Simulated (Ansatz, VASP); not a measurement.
## Two plane-wave programs on TaN

Contents of INCAR:

```
PREC = Accurate
ENCUT = 520
EDIFF = 1E-7
ISMEAR = 0
SIGMA = 0.15
LREAL = F
LASPH = T
NELM = 60
ALGO = Normal
ISIF = 2
LWAVE = F
LCHARG = T
GGA = PS
LELF = T
LVHAR = T
NBANDS = 15
```

File KPOINTS:

```
Automatic mesh
0
Gamma
  24 24 18
```

File POSCAR:

```
TaN
1.0
    3.1015490049      0.0000000000      0.0000000000
   -1.5507745025      2.6860202293      0.0000000000
    0.0000000000      0.0000000000      2.5869652373
Ta N
1 1
Direct
    0.3333333333      0.6666666667      0.5000000000
    0.0000000000      0.0000000000      0.0000000000
```

Input for Ansatz:

```yaml
crystal:
  lattice:
    - [3.1015490049, 0.0, 0.0]
    - [-1.5507745025, 2.6860202293, 0.0]
    - [0.0, 0.0, 2.5869652373]
  atoms:
    - { symbol: Ta, position: [0.3333333333, 0.6666666667, 0.5] }
    - { symbol: "N", position: [0.0, 0.0, 0.0] }
basis:
  ecutwfc: 420
kpoints:
  mp_grid: { grid: [24, 24, 18] }
hamiltonian:
  xc: pbesol
scf:
  occupations: { method: gaussian, width: 0.15 }
output:
  forces: true
  stress: true
  eigenvalues: true
```

Alike in both runs: task single point; functional PBEsol; k mesh 24 × 24 × 18; occupations gaussian, width 0.15 eV; no spin polarisation.

```csv
,VASP,Ansatz
version,VASP 6.6.1,Ansatz 0.2.0
potentials or method,"VASP PAW PBE potentials, release 64 (Ta_pv, N), cutoff 520 eV","scalar-relativistic, plane waves, PAW"
valence electrons in the cell,16,18
```

```tsv
	VASP	Ansatz	Ansatz less VASP
gap on the k mesh at the Fermi level (eV)	none	none	-
pressure (GPa)	7.2	6.2	-0.96
traceless stress, the component that is largest in VASP (GPa)	74.68	74.40	-0.284
```

VASP's potentials were made for PBE, not for PBEsol. A gap of «none» marks a metal or a gap that the smearing closes. VASP's potentials hold 16 valence electrons a cell and Ansatz's 18, so a difference there can come from the potentials and not from the codes.

Spin-orbit coupling is off throughout.
